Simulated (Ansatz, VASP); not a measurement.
# ZrO2: VASP beside Ansatz

INCAR

```
SYSTEM = ZrO2
PREC = Accurate
ENCUT = 520
EDIFF = 1E-7
ISMEAR = -1
SIGMA = 0.02
LREAL = .FALSE.
LASPH = .TRUE.
NELM = 120
ALGO = Normal
ISIF = 2
LWAVE = .FALSE.
LCHARG = .FALSE.
GGA = PE
IBRION = 2
NSW = 80
EDIFFG = -0.02
GGA_COMPAT = .FALSE.
NELMIN = 4
```

File KPOINTS:

```
regular mesh
0
G
  8 8 6
  0 0 0
```

Contents of POSCAR:

```
ZrO2
1.0
    3.5719643734      0.0000000000      0.0000000000
    0.0000000000      3.5719643734      0.0000000000
    0.0000000000      0.0000000000      5.1422539866
Zr O
2 4
Direct
    0.0000000000      0.0000000000      0.0000000000
    0.5000000000      0.5000000000      0.5000000000
    0.0000000000      0.5000000000      0.2011907693
    0.0000000000      0.5000000000      0.7011907693
    0.5000000000      0.0000000000      0.2988092307
    0.5000000000      0.0000000000      0.7988092307
```

Input for Ansatz:

```yaml
crystal:
  lattice:
    - [3.5719643734, 0.0, 0.0]
    - [0.0, 3.5719643734, 0.0]
    - [0.0, 0.0, 5.1422539866]
  atoms:
    - { symbol: Zr, position: [0.0, 0.0, 0.0] }
    - { symbol: Zr, position: [0.5, 0.5, 0.5] }
    - { symbol: O, position: [0.0, 0.5, 0.2011907693] }
    - { symbol: O, position: [0.0, 0.5, 0.7011907693] }
    - { symbol: O, position: [0.5, 0.0, 0.2988092307] }
    - { symbol: O, position: [0.5, 0.0, 0.7988092307] }
kpoints:
  mp_grid: { grid: [8, 8, 6] }
scf:
  occupations: { method: fermi_dirac, width: 0.02 }
hamiltonian:
  xc: pbe
  pseudopotentials: { kind: paw }
output:
  forces: true
  stress: true
  populations: true
  efg:
    quadrupole_moments_barn: { Zr: -0.176, O: -0.02558 }
    contact_densities: true
relax:
  f_tol: 0.02
  max_steps: 60
```

Change from the starting cell: volume scaled by 0.98, ions relaxed.

Alike in both runs: task relaxation of the atoms; functional PBE; k mesh 8 × 8 × 6; occupations fermi-dirac, width 0.02 eV; no spin polarisation.

```csv
,VASP,Ansatz
version,VASP 6.6.1,Ansatz 0.2.0
potentials or method,"VASP PAW PBE potentials, release 64 (Zr_sv, O)","plane-wave PAW, scalar-relativistic"
plane-wave cutoff (eV),520,420
valence electrons in the cell,48,48
```

Ansatz gave:

- gap on the k mesh at the Fermi level, each at its own relaxed structure (eV): 4.08

What did VASP give for the same quantities?

gap on the k mesh at the Fermi level, each at its own relaxed structure (eV): 4.06.

Ansatz's warnings: stress scf threshold loose.
